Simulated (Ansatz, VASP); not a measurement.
CdTe: VASP beside Ansatz

```
Cd Te
1.0
     0.00000    3.10723    3.10723
     3.10723    0.00000    3.10723
     3.10723    3.10723    0.00000
Cd Te
1 1
Direct
  0.00000 0.00000 0.00000
  0.25000 0.25000 0.25000
```

Alike in both runs: task relaxation of cell and atoms; functional LDA; k mesh 9 × 9 × 9; occupations fermi-dirac, width 0.02 eV; no spin polarisation.

```csv
,VASP,Ansatz
version,VASP 6.6.1,Ansatz 0.2.0
potentials or method,"VASP PAW LDA potentials, release 64 (Cd, Te)","PAW with Ansatz's default frozen-core files, scalar-relativistic"
plane-wave cutoff (eV),500,420
valence electrons in the cell,18,36
```

```csv
,VASP,Ansatz,Ansatz less VASP
relaxed volume (Å³/atom),33.06,32.88,-0.178
relaxed cell length with the largest relative difference (Å),4.539,4.531,-0.0082
```

LDA's correlation is that of Perdew and Zunger in VASP and of Perdew and Wang (1992) in Ansatz. VASP's potentials hold 18 valence electrons a cell and Ansatz's 36, so a difference there can come from the potentials and not from the codes.

Neither program's run includes spin-orbit coupling.
